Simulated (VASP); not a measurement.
Crystal: Cu3O2.

```
CELL_PARAMETERS angstrom
-2.02298 2.02298 3.67362
2.02298 -2.02298 3.67362
2.02298 2.02298 -3.67362
ATOMIC_POSITIONS crystal
Cu 0.00000 0.00000 0.00000
Cu 0.75000 0.25000 0.50000
Cu 0.25000 0.75000 0.50000
O 0.50000 0.00000 0.50000
O 0.00000 0.50000 0.50000
```

| Property | Result |
| --- | --- |
| Program | VASP 6.6.1 |
| Task | relaxation of cell and atoms |
| Functional | LDA |
| Potentials or basis | VASP PAW LDA potentials, release 64 (Cu_sv_GW, O) |
| Cutoff | 820 eV |
| k mesh | 9 × 9 × 9 |
| Occupations | fermi-dirac, width 0.05 eV |
| Spin | no spin polarisation |

At the start: pressure -12.1 GPa; volume 12.03 Å³/atom.

Problem. Where does the relaxation end?

Solution. Over 11 steps the energy falls by 39.7 meV/atom and the volume is 11.00 Å³/atom (-8.6 %); space group I4/mmm (No. 139, to 0.1 Å) before and after.

Step by step:
```tsv
step	energy change (eV)	largest force (eV/Å)	pressure (GPa)	volume (Å³)
1	0.0000	0.0000	-12.09	60.14
2	0.0290	0.0000	14.63	52.57
3	-0.1712	0.0000	-1.22	56.30
4	-0.1713	0.0000	-0.97	56.22
5	-0.1964	0.0000	-0.19	55.27
6	-0.1983	0.0000	0.19	54.93
7	-0.1983	0.0000	0.16	54.96
8	-0.1983	0.0000	-0.25	55.07
9	-0.1984	0.0000	-0.10	55.00
10	-0.1983	0.0000	0.01	54.99
11	-0.1983	0.0000	-0.01	54.99
```

Final structure:
```
CELL_PARAMETERS angstrom
-1.95497 1.95497 3.59727
1.95497 -1.95497 3.59727
1.95497 1.95497 -3.59727
ATOMIC_POSITIONS crystal
Cu 0.00000 0.00000 0.00000
Cu 0.75000 0.25000 0.50000
Cu 0.25000 0.75000 0.50000
O 0.50000 0.00000 0.50000
O 0.00000 0.50000 0.50000
```
